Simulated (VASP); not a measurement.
# InSe2 (P4/nmm) in VASP: notebook

Runs on InSe2. Level: PBEsol. Tasks: single point.

All numbers are computed with VASP 6.6.1; they aren't measurements. Logs are shortened: lines on timing, memory, paths and dates and some standing lists are left out, and cuts for length are marked.

### Step 1. The cell of the first run

It takes space group P4/nmm (No. 129, tetragonal). Conventional cell: a = 3.895 Å, b = 3.895 Å, c = 9.626 Å, α = 90.00°, β = 90.00°, γ = 90.00°. Within 3.7 Å of In (site symmetry 4mm) lie 9 Se at 2.84 to 3.43 Å. Se (site symmetry 4mm) has 5 In at 2.84 to 3.28 Å and 12 Se at 3.77 to 4.03 Å within 4.1 Å. Se (site symmetry -4m2) has 4 Se at 2.75 Å and 4 In at 3.43 Å within 3.6 Å.

### Step 2. Single point, PBEsol

INCAR reads:

```
PREC = Accurate
ENCUT = 520
EDIFF = 1E-7
ISMEAR = 0
SIGMA = 0.05
LREAL = False
LASPH = True
NELM = 60
ALGO = Normal
ISIF = 2
LWAVE = False
LCHARG = False
GGA = PS
NBANDS = 34
```

KPOINTS reads:

```
regular mesh
0
Gamma
  5 5 2
```

POSCAR reads:

```
InSe2
1.0
    3.8948930000      0.0000000000      0.0000000000
    0.0000000000      3.8948930000      0.0000000000
    0.0000000000      0.0000000000      9.6262310000
In Se
2 4
Direct
    0.0000000000      0.5000000000      0.7064680000
    0.5000000000      0.0000000000      0.2935320000
    0.0000000000      0.5000000000      0.3662120000
    0.5000000000      0.0000000000      0.6337880000
    0.0000000000      0.0000000000      0.0000000000
    0.5000000000      0.5000000000      0.0000000000
```

Potentials or basis: VASP PAW PBE potentials, release 64 (In_d, Se).

The run is started by

```console
cat potpaw_PBE.64/In_d/POTCAR potpaw_PBE.64/Se/POTCAR > POTCAR
mpirun -np 1 vasp_std > vasp.out
```

OUTCAR:

```text
PREC = Accurate
   ENCUT = 520
   EDIFF = 1E-7
   ISMEAR = 0
   LREAL = False
   LASPH = True
   NELM = 60
   ISIF = 2
   GGA = PS

 ion  position               nearest neighbor table
   1  0.000  0.500  0.706-   4 2.84   4 2.84   4 2.84   4 2.84   3 3.28
   2  0.500  0.000  0.294-   3 2.84   3 2.84   3 2.84   3 2.84   4 3.28
   3  0.000  0.500  0.366-   2 2.84   2 2.84   2 2.84   2 2.84   1 3.28
   4  0.500  0.000  0.634-   1 2.84   1 2.84   1 2.84   1 2.84   2 3.28
   5  0.000  0.000  0.000-   6 2.75   6 2.75   6 2.75   6 2.75
   6  0.500  0.500  0.000-   5 2.75   5 2.75   5 2.75   5 2.75

  LATTYP: Found a simple tetragonal cell.
 ALAT       =     3.8948930000
 C/A-ratio  =     2.4715007575

  Lattice vectors:

 A1 = (   3.8948930000,   0.0000000000,   0.0000000000)
 A2 = (   0.0000000000,   3.8948930000,   0.0000000000)
 A3 = (   0.0000000000,   0.0000000000,   9.6262310000)

Analysis of symmetry for initial positions (statically):
=====================================================================
 Subroutine PRICEL returns:
 Original cell was already a primitive cell.

 Routine SETGRP: Setting up the symmetry group for a
 simple tetragonal supercell.

 Subroutine GETGRP returns: Found 16 space group operations
 (whereof  8 operations were pure point group operations)
 out of a pool of 16 trial point group operations.

The static configuration has the point symmetry D_2d.
 The point group associated with its full space group is D_4h.

Analysis of symmetry for dynamics (positions and initial velocities):
=====================================================================
 Subroutine PRICEL returns:
 Original cell was already a primitive cell.

 Routine SETGRP: Setting up the symmetry group for a
 simple tetragonal supercell.

 Subroutine GETGRP returns: Found 16 space group operations
 (whereof  8 operations were pure point group operations)
 out of a pool of 16 trial point group operations.

The dynamic configuration has the point symmetry D_2d.
 The point group associated with its full space group is D_4h.

 Subroutine INISYM returns: Found 16 space group operations
 (whereof  8 operations are pure point group operations),
 and found     1 'primitive' translations

----------------------------------------------------------------------------------------

                                     Primitive cell

  volume of cell :     146.0318

  direct lattice vectors                    reciprocal lattice vectors
     3.894893000  0.000000000  0.000000000     0.256746463  0.000000000  0.000000000
     0.000000000  3.894893000  0.000000000     0.000000000  0.256746463  0.000000000
     0.000000000  0.000000000  9.626231000     0.000000000  0.000000000  0.103882818

  length of vectors
     3.894893000  3.894893000  9.626231000     0.256746463  0.256746463  0.103882818

  position of ions in fractional coordinates (direct lattice)
     0.000000000  0.500000000  0.706468000
     0.500000000  0.000000000  0.293532000
     0.000000000  0.500000000  0.366212000
     0.500000000  0.000000000  0.633788000
     0.000000000  0.000000000  0.000000000
     0.500000000  0.500000000  0.000000000

  ion indices of the primitive-cell ions
   primitive index   ion index
                 1           1
                 2           2
                 3           3
                 4           4
                 5           5
                 6           6

----------------------------------------------------------------------------------------

 KPOINTS: regular mesh

Automatic generation of k-mesh.
 Grid dimensions read from file:
 generate k-points for:    5    5    2

 Generating k-lattice:

  Cartesian coordinates                     Fractional coordinates (reciprocal lattice)
     0.051349293  0.000000000  0.000000000     0.200000000  0.000000000  0.000000000
     0.000000000  0.051349293  0.000000000     0.000000000  0.200000000  0.000000000
     0.000000000  0.000000000  0.051941409     0.000000000  0.000000000  0.500000000

  Length of vectors
     0.051349293  0.051349293  0.051941409

  Shift w.r.t. Gamma in fractional coordinates (k-lattice)
     0.000000000  0.000000000  0.000000000

 Subroutine IBZKPT returns following result:
 ===========================================

 Found     12 irreducible k-points:

 Following reciprocal coordinates:
            Coordinates               Weight
  0.000000  0.000000  0.000000      1.000000
  0.200000  0.000000  0.000000      4.000000
  0.400000  0.000000  0.000000      4.000000
  0.200000  0.200000  0.000000      4.000000
  0.400000  0.200000  0.000000      8.000000
  0.400000  0.400000  0.000000      4.000000
  0.000000  0.000000  0.500000      1.000000
  0.200000  0.000000  0.500000      4.000000
  0.400000  0.000000  0.500000      4.000000
  0.200000  0.200000  0.500000      4.000000
  0.400000  0.200000  0.500000      8.000000
  0.400000  0.400000  0.500000      4.000000
   k-points           NKPTS =     12   k-points in BZ     NKDIM =     12   number of bands    NBANDS=     34
   number of dos      NEDOS =    301   number of ions     NIONS =      6
   total plane-waves  NPLWV =  64800
   dimension x,y,z NGX =    30 NGY =   30 NGZ =   72
   dimension x,y,z NGXF=    60 NGYF=   60 NGZF=  144
   ions per type =               2   4
   NGX,Y,Z   is equivalent  to a cutoff of  12.80, 12.80, 12.43 a.u.
   NGXF,Y,Z  is equivalent  to a cutoff of  25.61, 25.61, 24.87 a.u.
 SYSTEM =  unknown system
   PREC   = accura    normal or accurate (medium, high low for compatibility)
   ISTART =      0    job   : 0-new  1-cont  2-samecut
   ICHARG =      2    charge: 1-file 2-atom 10-const
   ISPIN  =      1    spin polarized calculation?
   LNONCOLLINEAR =      F non collinear calculations
   LSORBIT =      F    spin-orbit coupling
   LASPH  =      T    aspherical Exc in radial PAW
   ENCUT  =  520.0 eV  38.22 Ry    6.18 a.u.   7.24  7.24 17.90*2*pi/ulx,y,z
   NELM   =     60;   NELMIN=  2; NELMDL= -5     # of ELM steps
   EDIFF  = 0.1E-06   stopping-criterion for ELM
   LREAL  =      F    real-space projection
   EDIFFG = 0.1E-05   stopping-criterion for IOM
   NSW    =      0    number of steps for IOM
   IBRION =     -1    ionic relax: 0-MD 1-quasi-New 2-CG
   NFREE  =      0    steps in history (QN), initial steepest desc. (CG)
   ISIF   =      2    stress and relaxation
   ISYM   =      2    0-nonsym 1-usesym 2-fastsym
   POTIM  = 0.5000    time-step for ionic-motion
   TEBEG  =    0.0;   TEEND  =   0.0 temperature during run
   PSTRESS=    0.0 pullay stress
   NELECT =      50.0000    total number of electrons
   NUPDOWN=      -1.0000    fix difference up-down
   EMIN   =  10.00;   EMAX   =-10.00  energy-range for DOS
   EFERMI =   0.00;   METHOD = LEGACY
   ISMEAR =     0;   SIGMA  =   0.05  broadening in eV -4-tet -1-fermi 0-gaus
   EFERMI_NEDOS =   21; number of points for ismear=-14 and -15
   IALGO  =     38    algorithm
   IMIX   =      4    mixing-type and parameters
     AMIX     =   0.40;   BMIX     =  1.00
     AMIX_MAG =   1.60;   BMIX_MAG =  1.00
  volume/ion in A,a.u.               =      24.34       164.25
  Fermi-wavevector in a.u.,A,eV,Ry     =   1.145291  2.164286 17.846635  1.311691
  Thomas-Fermi vector in A             =   2.281980
   LORBIT       =      0    0 simple, 1 ext, 2 COOP (PROOUT), +10 PAW based schemes
   GGA     = PS    functional components
   LHFCALC =     F    Hartree Fock is set to
   AEXX    =    0.0000 exact exchange contribution
   IVDW    =     0    specifies the selected vdW correction
   LEPSILON=     F    determine dielectric tensor
   LRPA    =     F    only Hartree local field effects (RPA)
 non-spin polarized calculation
 Gauss-broadening in eV      SIGMA  =   0.05
  energy-cutoff  :      520.00
  volume of cell :      146.03
 maximum number of plane-waves:      3972
 NGX is ok and might be reduce to    30
   NGX = 15   NGY = 15   NGZ = 35

 number of electron      49.9999991 magnetization

 Free energy of the ion-electron system (eV)
  ---------------------------------------------------
  ext. energy  EPLUGINS =         0.00000000
  ---------------------------------------------------
  free energy    TOTEN  =       -22.60300899 eV

  energy without entropy =      -22.59940237  energy(sigma->0) =      -22.60120568

 E-fermi :   5.0545     XC(G=0): -10.0455

 val. band max:        4.8592208722   @ k =   0.4000   0.2000   0.0000
 cond. band min:       5.0784286020   @ k =   0.4000   0.2000   0.5000
 fundamental gap:      0.2192077298
 Fermi energy:         5.0545383378

 k-point     1 :       0.0000    0.0000    0.0000
  band No.  band energies     occupation
      1     -10.2039      2.00000
      2      -9.6895      2.00000
      3      -9.6286      2.00000
      4      -9.4910      2.00000
      5      -9.4878      2.00000
      6      -9.4505      2.00000
[... 26 lines left out ...]
     33      11.0864      0.00000
     34      11.0915      0.00000

 k-point     2 :       0.2000    0.0000    0.0000
  band No.  band energies     occupation
      1      -9.9048      2.00000
      2      -9.6414      2.00000
      3      -9.5585      2.00000
      4      -9.4753      2.00000
      5      -9.4730      2.00000
      6      -9.4597      2.00000
[... 26 lines left out ...]
     33      10.4156      0.00000
     34      10.7223      0.00000

 k-point     3 :       0.4000    0.0000    0.0000
  band No.  band energies     occupation
      1      -9.5694      2.00000
      2      -9.5568      2.00000
      3      -9.5162      2.00000
      4      -9.5026      2.00000
      5      -9.4859      2.00000
      6      -9.4853      2.00000
[... 26 lines left out ...]
     33       9.9894      0.00000
     34      10.1753      0.00000
[... 260 lines left out ...]
 k-point    11 :       0.4000    0.2000    0.5000
  band No.  band energies     occupation
      1      -9.6553      2.00000
      2      -9.6431      2.00000
      3      -9.5137      2.00000
      4      -9.4940      2.00000
      5      -9.4871      2.00000
      6      -9.4822      2.00000
[... 26 lines left out ...]
     33      10.6278      0.00000
     34      11.2146      0.00000

 k-point    12 :       0.4000    0.4000    0.5000
  band No.  band energies     occupation
      1      -9.7862      2.00000
      2      -9.7858      2.00000
      3      -9.4951      2.00000
      4      -9.4845      2.00000
      5      -9.4836      2.00000
      6      -9.4832      2.00000
[... 26 lines left out ...]
     33      10.2859      0.00000
     34      10.3511      0.00000

------------------------ aborting loop because EDIFF is reached ----------------------------------------

  FORCE on cell =-STRESS in cart. coord.  units (eV):
  Direction    XX          YY          ZZ          XY          YZ          ZX
  --------------------------------------------------------------------------------------
  -------------------------------------------------------------------------------------
  Total       -3.5976007     -3.5976007     -2.4232835      0.0000000      0.0000000     -0.0000000
  in kB      -39.4708248    -39.4708248    -26.5868858      0.0000000      0.0000000     -0.0000000
  external PRESSURE =     -35.1761784 kB  Pullay stress =       0.0000000 kB

 VOLUME and BASIS-vectors are now :
 -----------------------------------------------------------------------------
  energy-cutoff  :      520.00
  volume of cell :      146.03
      direct lattice vectors                 reciprocal lattice vectors
     3.894893000  0.000000000  0.000000000     0.256746463  0.000000000  0.000000000
     0.000000000  3.894893000  0.000000000     0.000000000  0.256746463  0.000000000
     0.000000000  0.000000000  9.626231000     0.000000000  0.000000000  0.103882818

 POSITION                                       TOTAL-FORCE (eV/Angst)
 -----------------------------------------------------------------------------------
      0.00000      1.94745      6.80062         0.000000     -0.000000     -0.064771
      1.94745      0.00000      2.82561        -0.000000     -0.000000      0.064771
      0.00000      1.94745      3.52524         0.000000      0.000000      0.096710
      1.94745      0.00000      6.10099         0.000000     -0.000000     -0.096710
      0.00000      0.00000      0.00000         0.000000      0.000000     -0.000000
      1.94745      1.94745      0.00000        -0.000000     -0.000000     -0.000000
 -----------------------------------------------------------------------------------
    total drift:                                0.000000      0.000000      0.000000

  FREE ENERGIE OF THE ION-ELECTRON SYSTEM (eV)
  ---------------------------------------------------
  free  energy   TOTEN  =       -22.6030089922 eV

  energy  without entropy=      -22.5994023692  energy(sigma->0) =      -22.60120568
```

It took 1.7 min on 1 thread of Intel Xeon 8259CL, shared host; peak memory 0.25 GiB.

Results:

```yaml
Free_energy: -22.6030 eV
Pressure: -3.5 GPa
Largest_force: 0.097 eV/Å
Band_gap_on_the_k_mesh: zero (bands 25 and 26 overlap by 1.63 eV)
```

Forces on the atoms (eV/Å):
```
In   0.000  0.000 -0.065
In   0.000  0.000  0.065
Se   0.000  0.000  0.097
Se   0.000  0.000 -0.097
Se   0.000  0.000  0.000
Se   0.000  0.000  0.000
```

Stress tensor (GPa, compression positive):
```
-3.95  0.00  0.00
 0.00 -3.95  0.00
 0.00  0.00 -2.66
```

Levels at points of the mesh, in eV from the Fermi level:
| k point | band 23 | band 24 | band 25 | band 26 | band 27 | band 28 |
| --- | --- | --- | --- | --- | --- | --- |
| (0.00, 0.00, 0.00) | -1.82 | -1.82 | 0.11 | 0.45 | 2.70 | 2.70 |
| (0.00, 0.00, 0.50) | -1.75 | -1.33 | 0.10 | 0.49 | 1.89 | 2.70 |

Caveat: the cell stands under tension; the PAW data sets were made with another functional, which shifts forces and pressure a little; spin-orbit coupling is left out, which moves the levels of the heavy elements.

[end of part 1 of 2]
